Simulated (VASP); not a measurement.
# Zr (P6/mmm) in VASP: notebook

The runs below take Zr through relaxation of shape and atoms at fixed volume, with PBE.

Program: VASP 6.6.1. These are calculated values, not measurements. Logs are shortened: lines on timing, memory, paths and dates and some standing lists are left out, and cuts for length are marked.

## Step 1: The cell of the first run

Symmetry: P6/mmm, No. 191, hexagonal system. Conventional cell: a = 4.209 Å, b = 4.209 Å, c = 2.623 Å, α = 90.00°, β = 90.00°, γ = 120.00°. Zr (site symmetry 6/mmm) has 14 Zr at 2.62 to 2.76 Å within 3.5 Å. Within 3.2 Å of Zr (site symmetry -6m2) lie 11 Zr at 2.43 to 2.76 Å.

This isn't the form of Zr at room conditions, which is hcp.

## Step 2: Relaxation of shape and atoms at fixed volume, PBE

File INCAR:

```
SYSTEM = Zr
PREC = Accurate
ENCUT = 600
EDIFF = 1E-6
ISMEAR = -1
SIGMA = 0.1
LREAL = .FALSE.
LASPH = .TRUE.
NELM = 100
ALGO = Normal
ISIF = 4
LWAVE = .FALSE.
LCHARG = .FALSE.
GGA = PE
IBRION = 2
NSW = 50
EDIFFG = -0.005
```

File KPOINTS:

```
Automatic mesh
0
G
  8 8 11
  0 0 0
```

File POSCAR:

```
Zr
1.0
    4.2093662641      0.0000000000      0.0000000000
   -2.1046831320      3.6454181185      0.0000000000
    0.0000000000      0.0000000000      2.6225948735
Zr
3
Direct
    0.0000000000      0.0000000000      0.0000000000
    0.3333333333      0.6666666667      0.5000000000
    0.6666666667      0.3333333333      0.5000000000
```

Potentials or basis: VASP PAW PBE potentials, release 64 (Zr_sv).

The run is started by

```console
> cat potpaw_PBE.64/Zr_sv/POTCAR > POTCAR
> mpirun -np 1 vasp_std > vasp.out
```

OUTCAR:

```text
SYSTEM = Zr
   PREC = Accurate
   ENCUT = 600
   EDIFF = 1E-6
   ISMEAR = -1
   LREAL = .FALSE.
   LASPH = .TRUE.
   NELM = 100
   ISIF = 4
   GGA = PE
   IBRION = 2
   NSW = 50
   EDIFFG = -0.005

 ion  position               nearest neighbor table
   1  0.000  0.000  0.000-   2 2.76   3 2.76   2 2.76   3 2.76   2 2.76   2 2.76   3 2.76   3 2.76
                             3 2.76   3 2.76   2 2.76   2 2.76
   2  0.333  0.667  0.500-   3 2.43   3 2.43   3 2.43   1 2.76   1 2.76   1 2.76   1 2.76   1 2.76
                             1 2.76   3 3.58   3 3.58   3 3.58   3 3.58   3 3.58   3 3.58
   3  0.667  0.333  0.500-   2 2.43   2 2.43   2 2.43   1 2.76   1 2.76   1 2.76   1 2.76   1 2.76
                             1 2.76   2 3.58   2 3.58   2 3.58   2 3.58   2 3.58   2 3.58

  LATTYP: Found a hexagonal cell.
 ALAT       =     4.2093662641
 C/A-ratio  =     0.6230379371

  Lattice vectors:

 A1 = (   4.2093662641,   0.0000000000,   0.0000000000)
 A2 = (  -2.1046831320,   3.6454181185,   0.0000000000)
 A3 = (   0.0000000000,   0.0000000000,   2.6225948735)

Analysis of symmetry for initial positions (statically):
=====================================================================
 Subroutine PRICEL returns:
 Original cell was already a primitive cell.

 Routine SETGRP: Setting up the symmetry group for a
 hexagonal supercell.

 Subroutine GETGRP returns: Found 24 space group operations
 (whereof 24 operations were pure point group operations)
 out of a pool of 24 trial point group operations.

The static configuration has the point symmetry D_6h.

Analysis of symmetry for dynamics (positions and initial velocities):
=====================================================================
 Subroutine PRICEL returns:
 Original cell was already a primitive cell.

 Routine SETGRP: Setting up the symmetry group for a
 hexagonal supercell.

 Subroutine GETGRP returns: Found 24 space group operations
 (whereof 24 operations were pure point group operations)
 out of a pool of 24 trial point group operations.

The dynamic configuration has the point symmetry D_6h.

 Subroutine INISYM returns: Found 24 space group operations
 (whereof 24 operations are pure point group operations),
 and found     1 'primitive' translations

----------------------------------------------------------------------------------------

                                     Primitive cell

  volume of cell :      40.2435

  direct lattice vectors                    reciprocal lattice vectors
     4.209366264  0.000000000  0.000000000     0.237565452  0.137158478  0.000000000
    -2.104683132  3.645418118  0.000000000     0.000000000  0.274316956  0.000000000
     0.000000000  0.000000000  2.622594874     0.000000000  0.000000000  0.381301744

  length of vectors
     4.209366264  4.209366264  2.622594874     0.274316956  0.274316956  0.381301744

  position of ions in fractional coordinates (direct lattice)
     0.000000000  0.000000000  0.000000000
     0.333333333  0.666666667  0.500000000
     0.666666667  0.333333333  0.500000000

  ion indices of the primitive-cell ions
   primitive index   ion index
                 1           1
                 2           2
                 3           3

----------------------------------------------------------------------------------------

 KPOINTS: Automatic mesh

Automatic generation of k-mesh.
 Grid dimensions read from file:
 generate k-points for:    8    8   11

 Generating k-lattice:

  Cartesian coordinates                     Fractional coordinates (reciprocal lattice)
     0.029695682  0.017144810  0.000000000     0.125000000 -0.000000000  0.000000000
     0.000000000  0.034289619  0.000000000     0.000000000  0.125000000  0.000000000
     0.000000000  0.000000000  0.034663795     0.000000000  0.000000000  0.090909091

  Length of vectors
     0.034289619  0.034289619  0.034663795

  Shift w.r.t. Gamma in fractional coordinates (k-lattice)
     0.000000000  0.000000000  0.000000000

 Subroutine IBZKPT returns following result:
 ===========================================

 Found     60 irreducible k-points:

 Following reciprocal coordinates:
            Coordinates               Weight
  0.000000  0.000000  0.000000      1.000000
  0.125000  0.000000  0.000000      6.000000
  0.250000  0.000000  0.000000      6.000000
  0.375000  0.000000  0.000000      6.000000
  0.500000  0.000000  0.000000      3.000000
  0.125000  0.125000  0.000000      6.000000
[... 16 lines left out ...]
  0.250000  0.000000  0.181818     12.000000
  0.375000  0.000000  0.181818     12.000000
 [... further k-points ...]
   k-points           NKPTS =     60   k-points in BZ     NKDIM =     60   number of bands    NBANDS=     22
   number of dos      NEDOS =    301   number of ions     NIONS =      3
   total plane-waves  NPLWV =  31104
   dimension x,y,z NGX =    36 NGY =   36 NGZ =   24
   dimension x,y,z NGXF=    72 NGYF=   72 NGZF=   48
   ions per type =               3
   NGX,Y,Z   is equivalent  to a cutoff of  14.22, 14.22, 15.21 a.u.
   NGXF,Y,Z  is equivalent  to a cutoff of  28.44, 28.44, 30.43 a.u.
 SYSTEM =  Zr
   PREC   = accura    normal or accurate (medium, high low for compatibility)
   ISTART =      0    job   : 0-new  1-cont  2-samecut
   ICHARG =      2    charge: 1-file 2-atom 10-const
   ISPIN  =      1    spin polarized calculation?
   LNONCOLLINEAR =      F non collinear calculations
   LSORBIT =      F    spin-orbit coupling
   LASPH  =      T    aspherical Exc in radial PAW
   ENCUT  =  600.0 eV  44.10 Ry    6.64 a.u.   8.41  8.41  5.24*2*pi/ulx,y,z
   NELM   =    100;   NELMIN=  2; NELMDL= -5     # of ELM steps
   EDIFF  = 0.1E-05   stopping-criterion for ELM
   LREAL  =      F    real-space projection
   EDIFFG = -.5E-02   stopping-criterion for IOM
   NSW    =     50    number of steps for IOM
   IBRION =      2    ionic relax: 0-MD 1-quasi-New 2-CG
   NFREE  =      1    steps in history (QN), initial steepest desc. (CG)
   ISIF   =      4    stress and relaxation
   ISYM   =      2    0-nonsym 1-usesym 2-fastsym
   POTIM  = 0.5000    time-step for ionic-motion
   TEBEG  =    0.0;   TEEND  =   0.0 temperature during run
   PSTRESS=    0.0 pullay stress
   NELECT =      36.0000    total number of electrons
   NUPDOWN=      -1.0000    fix difference up-down
   EMIN   =  10.00;   EMAX   =-10.00  energy-range for DOS
   EFERMI =   0.00;   METHOD = LEGACY
   ISMEAR =    -1;   SIGMA  =   0.10  broadening in eV -4-tet -1-fermi 0-gaus
   EFERMI_NEDOS =   21; number of points for ismear=-14 and -15
   IALGO  =     38    algorithm
   IMIX   =      4    mixing-type and parameters
     AMIX     =   0.40;   BMIX     =  1.00
     AMIX_MAG =   1.60;   BMIX_MAG =  1.00
  volume/ion in A,a.u.               =      13.41        90.53
  Fermi-wavevector in a.u.,A,eV,Ry     =   1.577408  2.980868 33.854213  2.488214
  Thomas-Fermi vector in A             =   2.678094
   LORBIT       =      0    0 simple, 1 ext, 2 COOP (PROOUT), +10 PAW based schemes
   GGA     = PE    functional components
   LHFCALC =     F    Hartree Fock is set to
   AEXX    =    0.0000 exact exchange contribution
   IVDW    =     0    specifies the selected vdW correction
   LEPSILON=     F    determine dielectric tensor
   LRPA    =     F    only Hartree local field effects (RPA)
 conjugate gradient relaxation of ions
 non-spin polarized calculation
  energy-cutoff  :      600.00
  volume of cell :       40.24
 maximum number of plane-waves:      1366
 NGX is ok and might be reduce to    36
   NGX = 17   NGY = 17   NGZ = 11

--------------------------------------- Ionic step        1  -------------------------------------------

 number of electron      36.0000000 magnetization

 Free energy of the ion-electron system (eV)
  ---------------------------------------------------
  ext. energy  EPLUGINS =         0.00000000
  ---------------------------------------------------
  free energy    TOTEN  =       -17.76369690 eV

  energy without entropy =      -17.68345719  energy(sigma->0) =      -17.72357704

------------------------ aborting loop because EDIFF is reached ----------------------------------------

  FORCE on cell =-STRESS in cart. coord.  units (eV):
  Direction    XX          YY          ZZ          XY          YZ          ZX
  --------------------------------------------------------------------------------------
  -------------------------------------------------------------------------------------
  Total       33.5049493     33.5049493     28.2528961      0.0000000      0.0000000      0.0000000
  in kB     1333.9030806   1333.9030806   1124.8077060      0.0000000      0.0000000      0.0000000
  external PRESSURE =    1264.2046224 kB  Pullay stress =       0.0000000 kB
[... 96 lines left out ...]
  energy  without entropy=      -17.7788145465  energy(sigma->0) =      -17.82271611

--------------------------------------- Ionic step        4  -------------------------------------------

 number of electron      36.0000000 magnetization

 Free energy of the ion-electron system (eV)
  ---------------------------------------------------
  ext. energy  EPLUGINS =         0.00000000
  ---------------------------------------------------
  free energy    TOTEN  =       -17.86665445 eV

  energy without entropy =      -17.77922880  energy(sigma->0) =      -17.82294163

 E-fermi :  16.4421     XC(G=0): -13.8676

 val. band max:       16.4313228661   @ k =   0.1250   0.1250   0.0000
 cond. band min:      16.4489987803   @ k =   0.2500   0.2500   0.2727
 fundamental gap:      0.0176759142
 Fermi energy:        16.4421131290

 k-point     1 :       0.0000    0.0000    0.0000
  band No.  band energies     occupation
      1     -32.3980      2.00000
      2     -31.1582      2.00000
      3     -31.0362      2.00000
      4     -11.3697      2.00000
      5     -11.3697      2.00000
      6     -10.6796      2.00000
[... 574 lines left out ...]
      6      -9.8717      2.00000
[... 14 lines left out ...]
     21      18.0211      0.00000
     22      19.3348      0.00000

 [... further k-points ...]

------------------------ aborting loop because EDIFF is reached ----------------------------------------

  FORCE on cell =-STRESS in cart. coord.  units (eV):
  Direction    XX          YY          ZZ          XY          YZ          ZX
  --------------------------------------------------------------------------------------
  -------------------------------------------------------------------------------------
  Total       30.9113703     30.9113703     30.9144397      0.0000000     -0.0000000      0.0000000
  in kB     1230.6472004   1230.6472003   1230.7694017      0.0000000     -0.0000000      0.0000000
  external PRESSURE =    1230.6879341 kB  Pullay stress =       0.0000000 kB
[... 18 lines left out ...]
  FREE ENERGIE OF THE ION-ELECTRON SYSTEM (eV)
  ---------------------------------------------------
  free  energy   TOTEN  =       -17.8666544546 eV

  energy  without entropy=      -17.7792288044  energy(sigma->0) =      -17.82294163

 reached required accuracy - stopping structural energy minimisation
```

Wall time 3.5 min (1 thread of Intel Xeon 8259CL, shared host); peak memory 0.21 GiB.

Results:

- Free energy: -17.8667 eV
- Energy gained by relaxing: 34.3 meV/atom
- Ionic steps: 4
- Pressure after relaxing: 123.1 GPa
- Band gap on the k mesh: zero (bands 18 and 19 overlap by 1.64 eV)

The path:
```
step  energy change (eV)  largest force (eV/Å)  pressure (GPa)  volume (Å³)
   1              0.0000                0.0000          126.42        40.24
   2             -0.0918                0.0000          122.17        40.24
   3             -0.1029                0.0000          123.01        40.24
   4             -0.1030                0.0000          123.07        40.24
```

Final structure:
```xyz
3
Lattice="4.2968 0.0000 0.0000 -2.1484 3.7211 0.0000 0.0000 0.0000 2.5169" Properties=species:S:1:pos:R:3 pbc="T T T"
Zr    0.0000    0.0000    0.0000
Zr    0.0000    2.4808    1.2585
Zr    2.1484    1.2404    1.2585
```

## Step 3: Relaxation of shape and atoms at fixed volume, PBE

This run uses another cell than the first one, of 20.35 Å³/atom.

File INCAR:

```
PREC = Accurate
ENCUT = 600
EDIFF = 1E-6
ISMEAR = -1
SIGMA = 0.1
LREAL = False
LASPH = True
NELM = 60
ALGO = Normal
ISIF = 4
LWAVE = False
LCHARG = False
GGA = PE
IBRION = 2
NSW = 50
EDIFFG = -0.005
```

File KPOINTS:

```
regular mesh
0
Gamma
  8 8 11
```

File POSCAR:

```
Zr
1.0
    4.8369129964      0.0000000000      0.0000000000
   -2.4184564982      4.1888895308      0.0000000000
    0.0000000000      0.0000000000      3.0135802950
Zr
3
Direct
    0.0000000000      0.0000000000      0.0000000000
    0.3333333333      0.6666666667      0.5000000000
    0.6666666667      0.3333333333      0.5000000000
```

Potentials or basis: VASP PAW PBE potentials, release 64 (Zr_sv).

The run is started by

```console
> cat potpaw_PBE.64/Zr_sv/POTCAR > POTCAR
> mpirun -np 1 vasp_std > vasp.out
```

OUTCAR:

```text
PREC = Accurate
   ENCUT = 600
   EDIFF = 1E-6
   ISMEAR = -1
   LREAL = False
   LASPH = True
   NELM = 60
   ISIF = 4
   GGA = PE
   IBRION = 2
   NSW = 50
   EDIFFG = -0.005

 ion  position               nearest neighbor table
   1  0.000  0.000  0.000-   2 3.17   3 3.17   2 3.17   3 3.17   3 3.17   3 3.17   2 3.17   2 3.17
                             3 3.17   3 3.17   2 3.17   2 3.17
   2  0.333  0.667  0.500-   3 2.79   3 2.79   3 2.79   1 3.17   1 3.17   1 3.17   1 3.17   1 3.17
                             1 3.17
   3  0.667  0.333  0.500-   2 2.79   2 2.79   2 2.79   1 3.17   1 3.17   1 3.17   1 3.17   1 3.17
                             1 3.17

  LATTYP: Found a hexagonal cell.
 ALAT       =     4.8369129964
 C/A-ratio  =     0.6230379371

  Lattice vectors:

 A1 = (   4.8369129964,   0.0000000000,   0.0000000000)
 A2 = (  -2.4184564982,   4.1888895308,   0.0000000000)
 A3 = (   0.0000000000,   0.0000000000,   3.0135802950)

Analysis of symmetry for initial positions (statically):
=====================================================================
 Subroutine PRICEL returns:
 Original cell was already a primitive cell.
[... 219 lines left out ...]

 E-fermi :  10.3909     XC(G=0): -11.7065

 val. band max:       10.3839924667   @ k =   0.5000  -0.0000   0.0909
 cond. band min:      10.4108593015   @ k =   0.3750   0.2500   0.0909
 fundamental gap:      0.0268668348
 Fermi energy:        10.3909240125

 k-point     1 :       0.0000    0.0000    0.0000
  band No.  band energies     occupation
      1     -38.1601      2.00000
      2     -37.9085      2.00000
      3     -37.6501      2.00000
      4     -16.5392      2.00000
      5     -16.5392      2.00000
      6     -16.3813      2.00000
[... 589 lines left out ...]
     21      11.4572      0.00005
     22      12.0132      0.00000

 [... further k-points ...]

------------------------ aborting loop because EDIFF is reached ----------------------------------------

  FORCE on cell =-STRESS in cart. coord.  units (eV):
  Direction    XX          YY          ZZ          XY          YZ          ZX
  --------------------------------------------------------------------------------------
  -------------------------------------------------------------------------------------
  Total        5.8021604      5.8021604      5.7974944      0.0000000     -0.0000000      0.0000000
  in kB      152.2475683    152.2475683    152.1251321      0.0000000     -0.0000000      0.0000000
  external PRESSURE =     152.2067562 kB  Pullay stress =       0.0000000 kB

 VOLUME and BASIS-vectors are now :
 -----------------------------------------------------------------------------
  energy-cutoff  :      600.00
  volume of cell :       61.06
      direct lattice vectors                 reciprocal lattice vectors
     4.835872615  0.000000000  0.000000000     0.206787912  0.119389057  0.000000000
    -2.417936308  4.187988534  0.000000000     0.000000000  0.238778113  0.000000000
    -0.000000000 -0.000000000  3.014877107     0.000000000 -0.000000000  0.331688478

 POSITION                                       TOTAL-FORCE (eV/Angst)
 -----------------------------------------------------------------------------------
      4.83587     -0.00000      3.01488         0.000000      0.000000      0.000000
     -0.00000      2.79199      1.50744         0.000000     -0.000000      0.000000
      2.41794      1.39600      1.50744        -0.000000      0.000000     -0.000000
 -----------------------------------------------------------------------------------
    total drift:                                0.000000      0.000000     -0.000000

  FREE ENERGIE OF THE ION-ELECTRON SYSTEM (eV)
  ---------------------------------------------------
  free  energy   TOTEN  =       -25.2452924489 eV

  energy  without entropy=      -25.1549189148  energy(sigma->0) =      -25.20010568

 reached required accuracy - stopping structural energy minimisation
```

CONTCAR:

```text
Zr
   1.00000000000000
     4.8358726152900271    0.0000000000000000    0.0000000000000000
    -2.4179363076450135    4.1879885343333285    0.0000000000000000
    -0.0000000000000000   -0.0000000000000000    3.0148771071838225
  Zr
     3
Direct
     1.0000000000000000    0.0000000000000000    1.0000000000000000
     0.3333333332999970    0.6666666667000030    0.5000000000000000
     0.6666666667000030    0.3333333332999970    0.5000000000000000

  0.00000000E+00  0.00000000E+00  0.00000000E+00
  0.00000000E+00  0.00000000E+00  0.00000000E+00
  0.00000000E+00  0.00000000E+00  0.00000000E+00
```

Run time: 2.4 min. Hardware: 1 thread of Intel Xeon 8259CL, shared host; peak memory 0.24 GiB.

Results:

```
Free energy               : -25.2453 eV
Energy gained by relaxing : 0.0 meV/atom
Ionic steps               : 2
Pressure after relaxing   : 15.2 GPa
Band gap on the k mesh    : zero (bands 18 and 19 overlap by 0.70 eV)
```

Final structure:
```yaml
crystal:
  lattice:
    - [4.83587, 0.00000, 0.00000]
    - [-2.41794, 4.18799, 0.00000]
    - [0.00000, 0.00000, 3.01488]
  atoms:
    - { symbol: Zr, position: [0.00000, 0.00000, 0.00000] }
    - { symbol: Zr, position: [0.33333, 0.66667, 0.50000] }
    - { symbol: Zr, position: [0.66667, 0.33333, 0.50000] }
```
